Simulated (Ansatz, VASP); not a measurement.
BaTe: VASP beside Ansatz

INCAR

```
SYSTEM = BaTe
ALGO     = Normal         ! electronic algorithm
EDIFF    = 1E-6           ! SCF threshold, eV
ENCUT    = 520            ! plane-wave cutoff, eV
GGA      = PE             ! functional
ISIF     = 2              ! what is computed and relaxed
ISMEAR   = 0              ! smearing method
LASPH    = .TRUE.         ! aspherical terms in the spheres
LCHARG   = .FALSE.        ! write CHGCAR
LREAL    = .FALSE.        ! projectors in reciprocal space
LWAVE    = .FALSE.        ! write WAVECAR
NBANDS   = 15             ! bands
NELM     = 60             ! most SCF steps
PREC     = Accurate       ! precision mode
SIGMA    = 0.05           ! smearing width, eV
```

File KPOINTS:

```
k-points
0
G
  6 6 6
  0 0 0
```

The input POSCAR:

```
BaTe
1.0
    4.2624660000      0.0000000000      0.0000000000
    0.0000000000      4.2624660000      0.0000000000
    0.0000000000      0.0000000000      4.0493427000
Ba Te
1 1
Direct
    0.0000000000      0.0000000000      0.0000000000
    0.5000000000      0.5000000000      0.5000000000
```

Input for Ansatz:

```yaml
crystal:
  lattice:
    - [4.262466, 0.0, 0.0]
    - [0.0, 4.262466, 0.0]
    - [0.0, 0.0, 4.0493427]
  atoms:
    - { symbol: Ba, position: [0.0, 0.0, 0.0] }
    - { symbol: Te, position: [0.5, 0.5, 0.5] }
basis:
  ecutwfc: 420
kpoints:
  mp_grid: { grid: [6, 6, 6] }
hamiltonian:
  xc: pbe
scf:
  occupations: { method: gaussian, width: 0.05 }
output:
  forces: true
  stress: true
  eigenvalues: true
```

Change from the starting cell: strain +0.000 along x and y, -0.050 along z, atoms carried along.

Alike in both runs: task single point; functional PBE; k mesh 6 × 6 × 6; occupations gaussian, width 0.05 eV; no spin polarisation.

```csv
,VASP,Ansatz
version,VASP 6.6.1,Ansatz 0.2.0
potentials or method,"VASP PAW PBE potentials, release 64 (Ba_sv, Te), cutoff 520 eV","scalar-relativistic, plane waves, PAW"
valence electrons in the cell,16,26
```

VASP gave:

* gap on the k mesh at the Fermi level (eV): 0.32
* least direct gap on the mesh (eV): 0.50
* pressure (GPa): 1.9
* traceless stress, the component that is largest in VASP (GPa): 2.63

Which values does Ansatz return?

gap on the k mesh at the Fermi level (eV): 0.43; least direct gap on the mesh (eV): 0.61; pressure (GPa): 1.3; traceless stress, the component that is largest in VASP (GPa): 2.62.

VASP's potentials hold 16 valence electrons a cell and Ansatz's 26, so a difference there can come from the potentials and not from the codes.

Spin-orbit coupling is off throughout.
